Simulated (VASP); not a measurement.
# MnS (R-3m) in VASP: single point with PBE

Aim: the single point of MnS with PBE.

Everything below comes from runs of VASP 6.6.1. Logs are shortened: lines on timing, memory, paths and dates and some standing lists are left out, and cuts for length are marked.

## (1) The cell of the first run

The structure is trigonal, space group R-3m (No. 166). Conventional cell: a = 3.660 Å, b = 3.660 Å, c = 8.913 Å, α = 90.00°, β = 90.00°, γ = 120.00°. Mn (site symmetry -3m) has 6 S at 2.58 Å within 3.4 Å. Within 3.4 Å of S (site symmetry -3m) lie 6 Mn at 2.58 Å.

## (2) Single point, PBE, collinear spin, antiferromagnetic start

Input file INCAR:

```
  ALGO = Normal
  EDIFF = 1E-6
  ENCUT = 520
  GGA = PE
  ISIF = 2
  ISMEAR = 0
  ISPIN = 2
  LASPH = True
  LCHARG = False
  LMAXMIX = 4
  LORBIT = 11
  LREAL = False
  LWAVE = False
  MAGMOM = -4 4 0 0
  NBANDS = 31
  NELM = 150
  PREC = Accurate
  SIGMA = 0.1
```

Input file KPOINTS:

```
k-points
0
Gamma
  6 6 6
```

Input file POSCAR:

```
MnS
1.0
    1.8299959900      1.0565487100      5.9418406500
   -1.8299959900      1.0565487100      5.9418406500
    0.0000000000     -2.1130974300      5.9418406500
Mn S
2 2
Direct
    0.0000000000      0.0000000000      0.0000000000
    0.5000000000      0.5000000000      0.5000000000
    0.7499995200      0.7499995200      0.7499995200
    0.2500004500      0.2500004500      0.2500004500
```

Potentials or basis: VASP PAW PBE potentials, release 64 (Mn_pv, S).

On the command line:

```console
$ cat potpaw_PBE.64/Mn_pv/POTCAR potpaw_PBE.64/S/POTCAR > POTCAR
$ mpirun -np 1 vasp_std > vasp.out
```

OUTCAR:

```text
EDIFF = 1E-6
   ENCUT = 520
   GGA = PE
   ISIF = 2
   ISMEAR = 0
   ISPIN = 2
   LASPH = True
   LORBIT = 11
   LREAL = False
   NELM = 150
   PREC = Accurate

 ion  position               nearest neighbor table
   1  0.000  0.000  0.000-   3 2.58   3 2.58   3 2.58   4 2.58   4 2.58   4 2.58
   2  0.500  0.500  0.500-   4 2.58   4 2.58   4 2.58   3 2.58   3 2.58   3 2.58
   3  0.750  0.750  0.750-   1 2.58   1 2.58   1 2.58   2 2.58   2 2.58   2 2.58
   4  0.250  0.250  0.250-   1 2.58   1 2.58   1 2.58   2 2.58   2 2.58   2 2.58

  LATTYP: Found a trigonal (rhomboedric) cell.
 ALAT       =     6.3063976096
 COS(alpha) =     0.8315901090

  Lattice vectors:

 A1 = (   1.8299959900,   1.0565487100,   5.9418406500)
 A2 = (  -1.8299959900,   1.0565487100,   5.9418406500)
 A3 = (   0.0000000000,  -2.1130974300,   5.9418406500)

Analysis of symmetry for initial positions (statically):
=====================================================================
 Subroutine PRICEL returns following result:

  LATTYP: Found a trigonal (rhomboedric) cell.
 ALAT       =     3.6457575763
 COS(alpha) =     0.4960879734

  Lattice vectors:

 A1 = (   0.0000000000,   2.1130974250,   2.9709203250)
 A2 = (  -1.8299959900,  -1.0565487150,   2.9709203250)
 A3 = (   1.8299959900,  -1.0565487150,   2.9709203250)

   2 primitive cells build up your supercell.

 Routine SETGRP: Setting up the symmetry group for a
 trigonal (rhombohedral) supercell.

 Subroutine GETGRP returns: Found 12 space group operations
 (whereof 12 operations were pure point group operations)
 out of a pool of 12 trial point group operations.

The static configuration has the point symmetry D_3d.

Analysis of symmetry for dynamics (positions and initial velocities):
=====================================================================
 Subroutine PRICEL returns following result:

  LATTYP: Found a trigonal (rhomboedric) cell.
 ALAT       =     3.6457575763
 COS(alpha) =     0.4960879734

  Lattice vectors:

 A1 = (   0.0000000000,   2.1130974250,   2.9709203250)
 A2 = (  -1.8299959900,  -1.0565487150,   2.9709203250)
 A3 = (   1.8299959900,  -1.0565487150,   2.9709203250)

   2 primitive cells build up your supercell.

 Routine SETGRP: Setting up the symmetry group for a
 trigonal (rhombohedral) supercell.

 Subroutine GETGRP returns: Found 12 space group operations
 (whereof 12 operations were pure point group operations)
 out of a pool of 12 trial point group operations.

The dynamic configuration has the point symmetry D_3d.

Analysis of structural, dynamic, and magnetic symmetry:
=====================================================================
 Subroutine PRICEL returns following result:

  LATTYP: Found a trigonal (rhomboedric) cell.
 ALAT       =     3.6457575763
 COS(alpha) =     0.4960879734

  Lattice vectors:

 A1 = (   0.0000000000,   2.1130974250,   2.9709203250)
 A2 = (  -1.8299959900,  -1.0565487150,   2.9709203250)
 A3 = (   1.8299959900,  -1.0565487150,   2.9709203250)

   2 primitive cells build up your supercell.

 Routine SETGRP: Setting up the symmetry group for a
 trigonal (rhombohedral) supercell.

 Subroutine GETGRP returns: Found 12 space group operations
 (whereof 12 operations were pure point group operations)
 out of a pool of 12 trial point group operations.

The overall configuration has the point symmetry D_3d.

 Subroutine INISYM returns: Found 12 space group operations
 (whereof 12 operations are pure point group operations),
 and found     2 'primitive' translations

----------------------------------------------------------------------------------------

                                     Primitive cell

  volume of cell :      34.4653

  direct lattice vectors                    reciprocal lattice vectors
     0.000000000  2.113097425  2.970920325     0.000000000  0.315492631  0.112198678
    -1.829995990 -1.056548715  2.970920325    -0.273224642 -0.157746315  0.112198678
     1.829995990 -1.056548715  2.970920325     0.273224642 -0.157746315  0.112198678

  length of vectors
     3.645757576  3.645757547  3.645757547     0.334849434  0.334849442  0.334849442

  position of ions in fractional coordinates (direct lattice)
     0.000000000  0.000000000  0.000000000
     0.500000900  0.500000900  0.500000900

  ion indices of the primitive-cell ions
   primitive index   ion index
                 1           1
                 2           4

----------------------------------------------------------------------------------------

 KPOINTS: k-points

Automatic generation of k-mesh.
 Grid dimensions read from file:
 generate k-points for:    6    6    6

 Generating k-lattice:

  Cartesian coordinates                     Fractional coordinates (reciprocal lattice)
     0.045537440  0.026291053  0.009349890     0.166666667 -0.000000000  0.000000000
    -0.045537440  0.026291053  0.009349890    -0.000000000  0.166666667  0.000000000
     0.000000000 -0.052582105  0.009349890    -0.000000000 -0.000000000  0.166666667

  Length of vectors
     0.053406913  0.053406913  0.053406912

  Shift w.r.t. Gamma in fractional coordinates (k-lattice)
     0.000000000  0.000000000  0.000000000

 Subroutine IBZKPT returns following result:
 ===========================================

 Found     32 irreducible k-points:

 Following reciprocal coordinates:
            Coordinates               Weight
  0.000000  0.000000  0.000000      1.000000
  0.166667  0.000000  0.000000      6.000000
  0.333333  0.000000  0.000000      6.000000
  0.500000  0.000000  0.000000      3.000000
  0.166667  0.166667  0.000000      6.000000
  0.333333  0.166667 -0.000000     12.000000
[... 16 lines left out ...]
  0.500000  0.500000  0.166667      6.000000
 -0.333333  0.500000  0.166667     12.000000
 [... further k-points ...]
   k-points           NKPTS =     32   k-points in BZ     NKDIM =     32   number of bands    NBANDS=     31
   number of dos      NEDOS =    301   number of ions     NIONS =      4
   total plane-waves  NPLWV = 110592
   dimension x,y,z NGX =    48 NGY =   48 NGZ =   48
   dimension x,y,z NGXF=    96 NGYF=   96 NGZF=   96
   ions per type =               2   2
   NGX,Y,Z   is equivalent  to a cutoff of  12.65, 12.65, 12.65 a.u.
   NGXF,Y,Z  is equivalent  to a cutoff of  25.31, 25.31, 25.31 a.u.
 SYSTEM =  unknown system
   PREC   = accura    normal or accurate (medium, high low for compatibility)
   ISTART =      0    job   : 0-new  1-cont  2-samecut
   ICHARG =      2    charge: 1-file 2-atom 10-const
   ISPIN  =      2    spin polarized calculation?
   LNONCOLLINEAR =      F non collinear calculations
   LSORBIT =      F    spin-orbit coupling
   LASPH  =      T    aspherical Exc in radial PAW
   ENCUT  =  520.0 eV  38.22 Ry    6.18 a.u.  11.73 11.73 11.73*2*pi/ulx,y,z
   NELM   =    150;   NELMIN=  2; NELMDL= -5     # of ELM steps
   EDIFF  = 0.1E-05   stopping-criterion for ELM
   LREAL  =      F    real-space projection
   EDIFFG = 0.1E-04   stopping-criterion for IOM
   NSW    =      0    number of steps for IOM
   IBRION =     -1    ionic relax: 0-MD 1-quasi-New 2-CG
   NFREE  =      0    steps in history (QN), initial steepest desc. (CG)
   ISIF   =      2    stress and relaxation
   ISYM   =      2    0-nonsym 1-usesym 2-fastsym
   POTIM  = 0.5000    time-step for ionic-motion
   TEBEG  =    0.0;   TEEND  =   0.0 temperature during run
   PSTRESS=    0.0 pullay stress
   NELECT =      38.0000    total number of electrons
   NUPDOWN=      -1.0000    fix difference up-down
   EMIN   =  10.00;   EMAX   =-10.00  energy-range for DOS
   EFERMI =   0.00;   METHOD = LEGACY
   ISMEAR =     0;   SIGMA  =   0.10  broadening in eV -4-tet -1-fermi 0-gaus
   EFERMI_NEDOS =   21; number of points for ismear=-14 and -15
   IALGO  =     38    algorithm
   IMIX   =      4    mixing-type and parameters
     AMIX     =   0.40;   BMIX     =  1.00
     AMIX_MAG =   1.60;   BMIX_MAG =  1.00
  volume/ion in A,a.u.               =      17.23       116.29
  Fermi-wavevector in a.u.,A,eV,Ry     =   1.342349  2.536671 24.516343  1.801900
  Thomas-Fermi vector in A             =   2.470510
   LORBIT       =     11    0 simple, 1 ext, 2 COOP (PROOUT), +10 PAW based schemes
   GGA     = PE    functional components
   LHFCALC =     F    Hartree Fock is set to
   AEXX    =    0.0000 exact exchange contribution
   IVDW    =     0    specifies the selected vdW correction
   LEPSILON=     F    determine dielectric tensor
   LRPA    =     F    only Hartree local field effects (RPA)
 spin polarized calculation
 Gauss-broadening in eV      SIGMA  =   0.10
  energy-cutoff  :      520.00
  volume of cell :       68.93
 maximum number of plane-waves:      1866
   NGX = 23   NGY = 23   NGZ = 23

 number of electron      38.0000000 magnetization       0.0000000

 number of electron      38.0000003 magnetization      -0.0000000

 Free energy of the ion-electron system (eV)
  ---------------------------------------------------
  ext. energy  EPLUGINS =         0.00000000
  ---------------------------------------------------
  free energy    TOTEN  =       -28.42923482 eV

  energy without entropy =      -28.42923482  energy(sigma->0) =      -28.42923482

 E-fermi :   6.9123     XC(G=0): -10.7513

 val. band max:        6.5238012356   @ k =   0.5000   0.5000   0.5000
 cond. band min:       7.3078401269   @ k =   0.5000   0.0000   0.0000
 fundamental gap:      0.7840388914
 Fermi energy:         6.9123378137

 spin component 1

 k-point     1 :       0.0000    0.0000    0.0000
  band No.  band energies     occupation
      1     -43.6448      1.00000
      2     -43.6413      1.00000
      3     -43.6413      1.00000
      4     -39.1657      1.00000
      5     -39.1657      1.00000
      6     -39.1486      1.00000
[... 23 lines left out ...]
     30      16.0941      0.00000
     31      16.1385      0.00000

 k-point     2 :       0.1667    0.0000    0.0000
  band No.  band energies     occupation
      1     -43.6446      1.00000
      2     -43.6430      1.00000
      3     -43.6418      1.00000
      4     -39.1680      1.00000
      5     -39.1663      1.00000
      6     -39.1483      1.00000
[... 23 lines left out ...]
     30      15.5238      0.00000
     31      15.8170      0.00000

 k-point     3 :       0.3333    0.0000    0.0000
  band No.  band energies     occupation
      1     -43.6463      1.00000
      2     -43.6441      1.00000
      3     -43.6426      1.00000
      4     -39.1726      1.00000
      5     -39.1674      1.00000
      6     -39.1476      1.00000
[... 703 lines left out ...]
     30      15.3726      0.00000
     31      15.9823      0.00000

 k-point    24 :      -0.3333    0.5000    0.1667
  band No.  band energies     occupation
      1     -43.6472      1.00000
      2     -43.6439      1.00000
      3     -43.6439      1.00000
      4     -39.1738      1.00000
      5     -39.1692      1.00000
      6     -39.1473      1.00000
[... 23 lines left out ...]
     30      15.6539      0.00000
     31      15.8992      0.00000

 [... further k-points ...]

 spin component 2

 k-point     1 :       0.0000    0.0000    0.0000
  band No.  band energies     occupation
      1     -43.6454      1.00000
      2     -43.6420      1.00000
      3     -43.6420      1.00000
      4     -39.1650      1.00000
      5     -39.1650      1.00000
      6     -39.1480      1.00000
[... 23 lines left out ...]
     30      16.0941      0.00000
     31      16.1384      0.00000

 k-point     2 :       0.1667    0.0000    0.0000
  band No.  band energies     occupation
      1     -43.6452      1.00000
      2     -43.6436      1.00000
      3     -43.6424      1.00000
      4     -39.1674      1.00000
      5     -39.1656      1.00000
      6     -39.1477      1.00000
[... 23 lines left out ...]
     30      15.5238      0.00000
     31      15.8158      0.00000

 k-point     3 :       0.3333    0.0000    0.0000
  band No.  band energies     occupation
      1     -43.6470      1.00000
      2     -43.6447      1.00000
      3     -43.6433      1.00000
      4     -39.1720      1.00000
      5     -39.1668      1.00000
      6     -39.1470      1.00000
[... 703 lines left out ...]
     30      15.3726      0.00000
     31      15.9823      0.00000

 k-point    24 :      -0.3333    0.5000    0.1667
  band No.  band energies     occupation
      1     -43.6478      1.00000
      2     -43.6445      1.00000
      3     -43.6445      1.00000
      4     -39.1731      1.00000
      5     -39.1686      1.00000
      6     -39.1467      1.00000
[... 23 lines left out ...]
     30      15.6539      0.00000
     31      15.8992      0.00000

 [... further k-points ...]
[... 5 lines left out ...]
  --------------------------------------------------------------------------------------
  -------------------------------------------------------------------------------------
  Total       -0.5785262     -0.5785262     -0.7122194      0.0000000      0.0000000      0.0000000
  in kB      -13.4468845    -13.4468854    -16.5543629      0.0000000      0.0000000      0.0000000
  external PRESSURE =     -14.4827110 kB  Pullay stress =       0.0000000 kB

 VOLUME and BASIS-vectors are now :
 -----------------------------------------------------------------------------
  energy-cutoff  :      520.00
  volume of cell :       68.93
      direct lattice vectors                 reciprocal lattice vectors
     1.829995990  1.056548710  5.941840650     0.273224642  0.157746315  0.056099339
    -1.829995990  1.056548710  5.941840650    -0.273224642  0.157746315  0.056099339
     0.000000000 -2.113097430  5.941840650     0.000000000 -0.315492631  0.056099339

 POSITION                                       TOTAL-FORCE (eV/Angst)
 -----------------------------------------------------------------------------------
      0.00000      0.00000      0.00000         0.000000     -0.000000      0.000000
      0.00000     -0.00000      8.91276         0.000000     -0.000000      0.000000
      0.00000     -0.00000     13.36913         0.000000      0.000000      0.000000
      0.00000     -0.00000      4.45639         0.000000      0.000000     -0.000000
 -----------------------------------------------------------------------------------
    total drift:                                0.000000     -0.000000      0.000231

  FREE ENERGIE OF THE ION-ELECTRON SYSTEM (eV)
  ---------------------------------------------------
  free  energy   TOTEN  =       -28.4292348180 eV

  energy  without entropy=      -28.4292348177  energy(sigma->0) =      -28.42923482

 total charge

# of ion       s       p       d       tot
------------------------------------------
    1        0.213   6.165   4.958  11.336
    2        0.213   6.165   4.958  11.336
    3        1.325   2.415   0.000   3.740
    4        1.325   2.415   0.000   3.740
--------------------------------------------------
tot          3.078  17.159   9.916  30.152

 magnetization (x)

# of ion       s       p       d       tot
------------------------------------------
    1       -0.018  -0.015  -4.139  -4.172
    2        0.018   0.015   4.139   4.172
    3        0.000   0.000   0.000   0.000
    4        0.000   0.000   0.000   0.000
--------------------------------------------------
tot         -0.000   0.000   0.000   0.000
```

Wall time 5.2 min (1 thread of Intel Xeon Platinum 8488C (Sapphire Rapids), shared host); peak memory 0.43 GiB.

Results:

```
Free energy                                           : -28.4292 eV
Pressure                                              : -1.4 GPa
Band gap on the k mesh                                : 0.78 eV
Net moment                                            : 0.00 μB per cell
Site moments                                          : Mn -4.17, +4.17; S +0.00 μB
Valence electrons inside the program's atomic spheres : Mn 11.34; S 3.74
```

Stress tensor (GPa, compression positive):
```
-1.34  0.00  0.00
 0.00 -1.34  0.00
 0.00  0.00 -1.66
```

A k mesh can miss the band edges.
